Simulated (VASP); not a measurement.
A run of VASP 6.6.1 is set up as follows.

File INCAR:

```
PREC = Accurate
ENCUT = 520
EDIFF = 1E-6
ISMEAR = -1
SIGMA = 0.08
LREAL = False
LASPH = True
NELM = 60
ALGO = Normal
ISIF = 2
LWAVE = False
LCHARG = False
GGA = PE
NBANDS = 14
```

The input KPOINTS:

```
regular mesh
0
Gamma
  16 16 16
```

File POSCAR:

```
Cl
1.0
   -2.6212569755      2.6212569755      1.8223673819
    2.6212569755     -2.6212569755      1.8223673819
    2.6212569755      2.6212569755     -1.8223673819
Cl
2
Direct
   -0.3750000000     -0.1250000000     -0.2500000000
    0.3750000000      0.1250000000      0.2500000000
```

Potentials or basis: VASP PAW PBE potentials, release 64 (Cl).

Command:

```bash
$ cat potpaw_PBE.64/Cl/POTCAR > POTCAR
$ mpirun -np 1 vasp_std > vasp.out
```

(1) Predict the pressure.

(2) Estimate the band gap on the k mesh.

Results:

(1) -0.1 GPa.

(2) zero (bands 7 and 8 overlap by 1.45 eV).
